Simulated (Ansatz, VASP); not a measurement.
**One calculation of Sn, two programs**

```
Sn
1.0
     0.00000    3.52784    3.32815
     3.32815    0.00000    3.32815
     3.32815    3.52784    0.00000
Sn
2
Direct
  0.50000 0.50000 0.50000
  0.75000 0.75000 0.75000
```

Change from the starting cell: strain +0.0600 x Voigt [0, 1, 0, 0, 0, 0], atoms carried along.

Alike in both runs: task single point; functional PBE; k mesh 16 × 16 × 16; occupations gaussian, width 0.15 eV; no spin polarisation.

```csv
,VASP,Ansatz
version,VASP 6.6.1,Ansatz 0.2.0
potentials or method,"VASP PAW PBE potentials, release 64 (Sn_d), cutoff 520 eV","scalar-relativistic, plane waves, PAW"
valence electrons in the cell,28,28
```

```csv
,VASP,Ansatz,Ansatz less VASP
gap on the k mesh at the Fermi level (eV),none,none,-
pressure (GPa),-1.9,-1.8,+0.04
"traceless stress, the component that is largest in VASP (GPa)",-1.15,-1.15,-0.001
```

A gap of «none» marks a metal or a gap that the smearing closes.
